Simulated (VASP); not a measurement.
TiCo3, 4 atoms in the cell. It takes space group Pm-3m (No. 221, cubic). The conventional cell has a = 3.614 Å, b = 3.614 Å, c = 3.614 Å, α = 90.00°, β = 90.00°, γ = 90.00°. Ti (site symmetry m-3m) has 12 Co at 2.56 Å within 3.4 Å. Within 3.4 Å of Co (site symmetry 4/mmm) lie 4 Ti at 2.56 Å and 8 Co at 2.56 Å. 

- Program: VASP 6.6.1
- Task: single point
- Functional: r2SCAN
- Potentials or basis: VASP PAW PBE potentials, release 64 (Ti_sv, Co)
- Cutoff: 520 eV
- k mesh: 4 × 4 × 4
- Occupations: gaussian, width 0.1 eV
- Spin: collinear spin, ferrimagnetic start
- Starting moments: [-0.74, 1.48, 1.48, 1.48] μB
- Dipole correction: no
- Further INCAR settings: ALGO = Normal; EDIFF = 1e-07; NBANDS = 32

Potentials or basis: VASP PAW PBE potentials, release 64 (Ti_sv, Co).

The run is started by

```sh
$ cat potpaw_PBE.64/Ti_sv/POTCAR potpaw_PBE.64/Co/POTCAR > POTCAR
$ cp INCAR.step1 INCAR
$ mpirun -np 1 vasp_std > vasp.out
$ cp INCAR.step2 INCAR
$ mpirun -np 1 vasp_std > vasp.out
```

Hardware: 1 thread of Intel(R) Xeon(R) 6975P-C (Granite Rapids), with other jobs on the host.

Problem. Estimate the wall time of this run.

Solution. It took 98 s on 1 thread of Intel(R) Xeon(R) 6975P-C (Granite Rapids), with other jobs on the host, peak memory 0.19 GiB. Counts: k points 10.
